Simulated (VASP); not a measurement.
# As (R-3m) in VASP: notebook, part 2 of 2

VASP 6.6.1. Earlier steps stand in the parts before.

## Step 4: Single point, PBE

File INCAR:

```
PREC     = Accurate       # precision mode
ENCUT    = 520            # plane-wave cutoff, eV
EDIFF    = 1E-6           # SCF threshold, eV
ISMEAR   = -1             # smearing method
SIGMA    = 0.05           # smearing width, eV
LREAL    = False          # projectors in reciprocal space
LASPH    = True           # aspherical terms in the spheres
NELM     = 80             # most SCF steps
ALGO     = Normal         # electronic algorithm
ISIF     = 2              # what is computed and relaxed
LWAVE    = False          # write WAVECAR
LCHARG   = False          # write CHGCAR
GGA      = PE             # functional
NBANDS   = 12             # bands
```

File KPOINTS:

```
regular mesh
0
Gamma
  10 10 10
```

File POSCAR:

```
As
1.0
    1.8797494575      1.0852738553      3.4857700000
   -1.8797494575      1.0852738553      3.4857700000
    0.0000000000     -2.1705477106      3.4857700000
As
2
Direct
    0.2275400000      0.2275400000      0.2275400000
    0.7724600000      0.7724600000      0.7724600000
```

Potentials or basis: VASP PAW PBE potentials, release 64 (As).

The run is started by

```console
$ cat potpaw_PBE.64/As/POTCAR > POTCAR
$ mpirun -np 1 vasp_std > vasp.out
```

OUTCAR:

```text
PREC = Accurate
   ENCUT = 520
   EDIFF = 1E-6
   ISMEAR = -1
   LREAL = False
   LASPH = True
   NELM = 80
   ISIF = 2
   GGA = PE

 ion  position               nearest neighbor table
   1  0.228  0.228  0.228-   2 2.52   2 2.52   2 2.52
   2  0.772  0.772  0.772-   1 2.52   1 2.52   1 2.52

  LATTYP: Found a trigonal (rhomboedric) cell.
 ALAT       =     4.1063207202
 COS(alpha) =     0.5808936906

  Lattice vectors:

 A1 = (   1.8797494575,   1.0852738553,   3.4857700000)
 A2 = (  -1.8797494575,   1.0852738553,   3.4857700000)
 A3 = (   0.0000000000,  -2.1705477106,   3.4857700000)

Analysis of symmetry for initial positions (statically):
=====================================================================
 Subroutine PRICEL returns:
 Original cell was already a primitive cell.

 Routine SETGRP: Setting up the symmetry group for a
 trigonal (rhombohedral) supercell.

 Subroutine GETGRP returns: Found 12 space group operations
 (whereof 12 operations were pure point group operations)
 out of a pool of 12 trial point group operations.

The static configuration has the point symmetry D_3d.

Analysis of symmetry for dynamics (positions and initial velocities):
=====================================================================
 Subroutine PRICEL returns:
 Original cell was already a primitive cell.

 Routine SETGRP: Setting up the symmetry group for a
 trigonal (rhombohedral) supercell.

 Subroutine GETGRP returns: Found 12 space group operations
 (whereof 12 operations were pure point group operations)
 out of a pool of 12 trial point group operations.

The dynamic configuration has the point symmetry D_3d.

 Subroutine INISYM returns: Found 12 space group operations
 (whereof 12 operations are pure point group operations),
 and found     1 'primitive' translations

----------------------------------------------------------------------------------------

                                     Primitive cell

  volume of cell :      42.6667

  direct lattice vectors                    reciprocal lattice vectors
     1.879749457  1.085273855  3.485770000     0.265992895  0.153571070  0.095626887
    -1.879749457  1.085273855  3.485770000    -0.265992895  0.153571070  0.095626887
     0.000000000 -2.170547711  3.485770000     0.000000000 -0.307142139  0.095626887

  length of vectors
     4.106320720  4.106320720  4.106320720     0.321684310  0.321684310  0.321684310

  position of ions in fractional coordinates (direct lattice)
     0.227540000  0.227540000  0.227540000
     0.772460000  0.772460000  0.772460000

  ion indices of the primitive-cell ions
   primitive index   ion index
                 1           1
                 2           2

----------------------------------------------------------------------------------------

 KPOINTS: regular mesh

Automatic generation of k-mesh.
 Grid dimensions read from file:
 generate k-points for:   10   10   10

 Generating k-lattice:

  Cartesian coordinates                     Fractional coordinates (reciprocal lattice)
     0.026599289  0.015357107  0.009562689     0.100000000 -0.000000000 -0.000000000
    -0.026599289  0.015357107  0.009562689    -0.000000000  0.100000000 -0.000000000
     0.000000000 -0.030714214  0.009562689    -0.000000000 -0.000000000  0.100000000

  Length of vectors
     0.032168431  0.032168431  0.032168431

  Shift w.r.t. Gamma in fractional coordinates (k-lattice)
     0.000000000  0.000000000  0.000000000

 Subroutine IBZKPT returns following result:
 ===========================================

 Found    116 irreducible k-points:

 Following reciprocal coordinates:
            Coordinates               Weight
  0.000000  0.000000  0.000000      1.000000
  0.100000  0.000000  0.000000      6.000000
  0.200000  0.000000  0.000000      6.000000
  0.300000  0.000000  0.000000      6.000000
  0.400000  0.000000  0.000000      6.000000
  0.500000  0.000000  0.000000      3.000000
[... 16 lines left out ...]
  0.300000  0.300000  0.000000      6.000000
  0.400000  0.300000 -0.000000     12.000000
 [... further k-points ...]
   k-points           NKPTS =    116   k-points in BZ     NKDIM =    116   number of bands    NBANDS=     12
   number of dos      NEDOS =    301   number of ions     NIONS =      2
   total plane-waves  NPLWV =  32768
   dimension x,y,z NGX =    32 NGY =   32 NGZ =   32
   dimension x,y,z NGXF=    64 NGYF=   64 NGZF=   64
   ions per type =               2
   NGX,Y,Z   is equivalent  to a cutoff of  12.96, 12.96, 12.96 a.u.
   NGXF,Y,Z  is equivalent  to a cutoff of  25.91, 25.91, 25.91 a.u.
 SYSTEM =  unknown system
   PREC   = accura    normal or accurate (medium, high low for compatibility)
   ISTART =      0    job   : 0-new  1-cont  2-samecut
   ICHARG =      2    charge: 1-file 2-atom 10-const
   ISPIN  =      1    spin polarized calculation?
   LNONCOLLINEAR =      F non collinear calculations
   LSORBIT =      F    spin-orbit coupling
   LASPH  =      T    aspherical Exc in radial PAW
   ENCUT  =  520.0 eV  38.22 Ry    6.18 a.u.   7.64  7.64  7.64*2*pi/ulx,y,z
   NELM   =     80;   NELMIN=  2; NELMDL= -5     # of ELM steps
   EDIFF  = 0.1E-05   stopping-criterion for ELM
   LREAL  =      F    real-space projection
   EDIFFG = 0.1E-04   stopping-criterion for IOM
   NSW    =      0    number of steps for IOM
   IBRION =     -1    ionic relax: 0-MD 1-quasi-New 2-CG
   NFREE  =      0    steps in history (QN), initial steepest desc. (CG)
   ISIF   =      2    stress and relaxation
   ISYM   =      2    0-nonsym 1-usesym 2-fastsym
   POTIM  = 0.5000    time-step for ionic-motion
   TEBEG  =    0.0;   TEEND  =   0.0 temperature during run
   PSTRESS=    0.0 pullay stress
   NELECT =      10.0000    total number of electrons
   NUPDOWN=      -1.0000    fix difference up-down
   EMIN   =  10.00;   EMAX   =-10.00  energy-range for DOS
   EFERMI =   0.00;   METHOD = LEGACY
   ISMEAR =    -1;   SIGMA  =   0.05  broadening in eV -4-tet -1-fermi 0-gaus
   EFERMI_NEDOS =   21; number of points for ismear=-14 and -15
   IALGO  =     38    algorithm
   IMIX   =      4    mixing-type and parameters
     AMIX     =   0.40;   BMIX     =  1.00
     AMIX_MAG =   1.60;   BMIX_MAG =  1.00
  volume/ion in A,a.u.               =      21.33       143.96
  Fermi-wavevector in a.u.,A,eV,Ry     =   1.009358  1.907409 13.861654  1.018803
  Thomas-Fermi vector in A             =   2.142281
   LORBIT       =      0    0 simple, 1 ext, 2 COOP (PROOUT), +10 PAW based schemes
   GGA     = PE    functional components
   LHFCALC =     F    Hartree Fock is set to
   AEXX    =    0.0000 exact exchange contribution
   IVDW    =     0    specifies the selected vdW correction
   LEPSILON=     F    determine dielectric tensor
   LRPA    =     F    only Hartree local field effects (RPA)
 non-spin polarized calculation
  energy-cutoff  :      520.00
  volume of cell :       42.67
 maximum number of plane-waves:      1159
   NGX = 15   NGY = 15   NGZ = 15

 number of electron      10.0000000 magnetization

 Free energy of the ion-electron system (eV)
  ---------------------------------------------------
  ext. energy  EPLUGINS =         0.00000000
  ---------------------------------------------------
  free energy    TOTEN  =        -9.32208092 eV

  energy without entropy =       -9.32048050  energy(sigma->0) =       -9.32128071

 E-fermi :   5.6305     XC(G=0): -10.0150

 val. band max:        5.6201192432   @ k =   0.4000   0.2000   0.2000
 cond. band min:       5.6770209019   @ k =   0.4000   0.3000   0.3000
 fundamental gap:      0.0569016586
 Fermi energy:         5.6305168949

 k-point     1 :       0.0000    0.0000    0.0000
  band No.  band energies     occupation
      1      -9.5304      2.00000
      2      -0.1966      2.00000
      3       3.0227      2.00000
      4       3.5435      2.00000
      5       3.5435      2.00000
      6       7.3181      0.00000
      7       8.5212      0.00000
      8       8.5212      0.00000
      9      12.3432      0.00000
     10      12.3432      0.00000
     11      12.7735      0.00000
     12      14.2554      0.00000
[... 331 lines left out ...]
 k-point    24 :       0.4000    0.3000   -0.0000
  band No.  band energies     occupation
      1      -7.5908      2.00000
      2      -3.4613      2.00000
      3       0.3498      2.00000
      4       1.6054      2.00000
      5       2.2782      2.00000
      6       7.8188      0.00000
      7       9.9622      0.00000
      8      10.2328      0.00000
      9      11.2084      0.00000
     10      16.1394      0.00000
     11      16.1750      0.00000
     12      17.1619      0.00000

 [... further k-points ...]
[... 5 lines left out ...]
  --------------------------------------------------------------------------------------
  -------------------------------------------------------------------------------------
  Total        1.1242453      1.1242453      0.8366481      0.0000000     -0.0000000      0.0000000
  in kB       42.2165143     42.2165143     31.4169591      0.0000000     -0.0000000      0.0000000
  external PRESSURE =      38.6166626 kB  Pullay stress =       0.0000000 kB

 VOLUME and BASIS-vectors are now :
 -----------------------------------------------------------------------------
  energy-cutoff  :      520.00
  volume of cell :       42.67
      direct lattice vectors                 reciprocal lattice vectors
     1.879749457  1.085273855  3.485770000     0.265992895  0.153571070  0.095626887
    -1.879749457  1.085273855  3.485770000    -0.265992895  0.153571070  0.095626887
     0.000000000 -2.170547711  3.485770000     0.000000000 -0.307142139  0.095626887

 POSITION                                       TOTAL-FORCE (eV/Angst)
 -----------------------------------------------------------------------------------
      0.00000      0.00000      2.37946         0.000000     -0.000000      0.285289
      0.00000      0.00000      8.07785         0.000000      0.000000     -0.285289
 -----------------------------------------------------------------------------------
    total drift:                               -0.000000      0.000000     -0.000000

  FREE ENERGIE OF THE ION-ELECTRON SYSTEM (eV)
  ---------------------------------------------------
  free  energy   TOTEN  =        -9.3220809210 eV

  energy  without entropy=       -9.3204805008  energy(sigma->0) =       -9.32128071
```

Run time: 26 s. Hardware: 1 thread of Intel Xeon Platinum 8488C (Sapphire Rapids), shared host; peak memory 0.2 GiB.

Results:

```
Free energy            : -9.3221 eV
Pressure               : 3.9 GPa
Largest force          : 0.285 eV/Å
Band gap on the k mesh : zero (band 5 reaches 5.68 eV, above the bottom of band 6 at 5.25 eV)
```

Forces in eV/Å, atoms in the order of the input:
```
As   0.000  0.000  0.285
As   0.000  0.000 -0.285
```

Levels at points of the mesh, in eV from the Fermi level:
```csv
k point,band 2,band 3,band 4,band 5,band 6,band 7,band 8,band 9
"(0.00, 0.00, 0.00)",-5.83,-2.61,-2.09,-2.09,1.69,2.89,2.89,6.71
"(0.50, 0.00, 0.00)",-11.22,-2.85,-2.81,-0.42,-0.38,0.20,1.19,8.98
"(0.50, 0.50, 0.00)",-9.76,-6.15,-4.35,-4.23,1.43,5.43,6.76,7.30
"(0.50, 0.50, 0.50)",-10.18,-1.80,-1.80,-0.64,0.62,0.62,1.74,8.05
```

## Step 5: Single point, PBE (z stretched by -4 % at fixed volume)

File INCAR:

```
PREC = Accurate
ENCUT = 520
EDIFF = 1E-7
ISMEAR = -1
SIGMA = 0.05
LREAL = False
LASPH = True
NELM = 80
ALGO = Normal
ISIF = 2
LWAVE = False
LCHARG = False
GGA = PE
NBANDS = 12
```

File KPOINTS:

```
regular mesh
0
Gamma
  13 13 13
```

File POSCAR:

```
As
1.0
    1.9185112564      1.1076529903      3.3463392000
   -1.9185112564      1.1076529903      3.3463392000
    0.0000000000     -2.2153059806      3.3463392000
As
2
Direct
    0.2275400000      0.2275400000      0.2275400000
    0.7724600000      0.7724600000      0.7724600000
```

The run is started by

```console
$ cat potpaw_PBE.64/As/POTCAR > POTCAR
$ mpirun -np 1 vasp_std > vasp.out
```

It took 72 s on 1 thread of Intel Xeon Platinum 8488C (Sapphire Rapids), shared host; peak memory 0.24 GiB.

Results (log left out):

* Free energy: -9.3102 eV
* Pressure: 2.8 GPa
* Largest force: 0.417 eV/Å
* Band gap on the k mesh: zero (band 5 reaches 5.46 eV, above the bottom of band 6 at 5.41 eV)

Forces in eV/Å, atoms in the order of the input:
```
As   0.000  0.000  0.417
As   0.000  0.000 -0.417
```

Stress tensor (GPa, compression positive):
```
1.97 0.00 0.00
0.00 1.97 0.00
0.00 0.00 4.50
```

Levels at points of the mesh, in eV from the Fermi level:
| k point | band 1 | band 2 | band 3 | band 4 | band 5 | band 6 | band 7 | band 8 | band 9 | band 10 |
| --- | --- | --- | --- | --- | --- | --- | --- | --- | --- | --- |
| (0.00, 0.00, 0.00) | -14.95 | -5.55 | -2.18 | -2.18 | -1.97 | 1.87 | 3.07 | 3.07 | 6.56 | 6.56 |

## Step 6: Overview

| cell | k mesh | gap on the mesh (eV) | pressure (GPa) | largest force (eV/Å) |
| --- | --- | --- | --- | --- |
| a = 4.106 Å, angles 54.5°, 2 atoms | 4 × 4 × 4 | 0.08 | 3.9 | 0.08 |
| a = 4.106 Å, angles 54.5°, 2 atoms | 6 × 6 × 6 | none | 3.8 | 0.16 |
| a = 4.106 Å, angles 54.5°, 2 atoms | 10 × 10 × 10 | none | 3.9 | 0.29 |
| a = 4.013 Å, angles 57.1°, 2 atoms | 13 × 13 × 13 | none | 2.8 | 0.42 |

Alike in all rows: task single point; level PBE; potentials or basis VASP PAW PBE potentials, release 64 (As); no spin polarisation; cutoff (eV) 520; smearing fermi-dirac 0.05 eV.

Caveats: some runs use coarse meshes.

Total energies depend on the potentials used, so only differences within one code and one set of settings carry meaning.
